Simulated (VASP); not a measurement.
Wanted: the native input for a VASP 6.6.1 run.

```yaml
Task: single point
Functional: PBE
Potentials_or_basis: VASP PAW PBE potentials, release 64 (Al)
Cutoff: 520 eV
k_mesh: 16 × 16 × 16
Occupations: gaussian, width 0.1 eV
Spin: no spin polarisation
Dipole_correction: no
Further_INCAR_settings: ALGO = Normal; EDIFF = 1e-07; NBANDS = 8
```

The structure of Al lies in POSCAR:

```
Al
1.0
   -1.5917915287      1.5920938603      1.6003045487
    1.5895956469     -1.5761816734      1.5821964800
    1.5971698479      1.5815599926     -1.5843923618
Al
1
Direct
    0.0000000000      0.0000000000      0.0000000000
```

This cell differs from its parent crystal: the cell strained at random.

The input as run:

INCAR

```
  PREC = Accurate
  ENCUT = 520
  EDIFF = 1E-7
  ISMEAR = 0
  SIGMA = 0.1
  LREAL = F
  LASPH = T
  NELM = 100
  ALGO = Normal
  ISIF = 2
  LWAVE = F
  LCHARG = T
  GGA = PE
  LELF = T
  LVHAR = T
  NBANDS = 8
```

KPOINTS

```
Automatic mesh
0
Gamma
  16 16 16
```

Potentials or basis: VASP PAW PBE potentials, release 64 (Al).

The run is started by

```sh
$ cat potpaw_PBE.64/Al/POTCAR > POTCAR
$ mpirun -np 1 vasp_std > vasp.out
```

It gave:

The pressure is 3.9 GPa.

Caveat: the cell differs from its parent crystal (the cell strained at random).

It took 48 s on 1 thread of Intel(R) Xeon(R) 6975P-C (Granite Rapids), with other jobs on the host, peak memory 0.31 GiB.
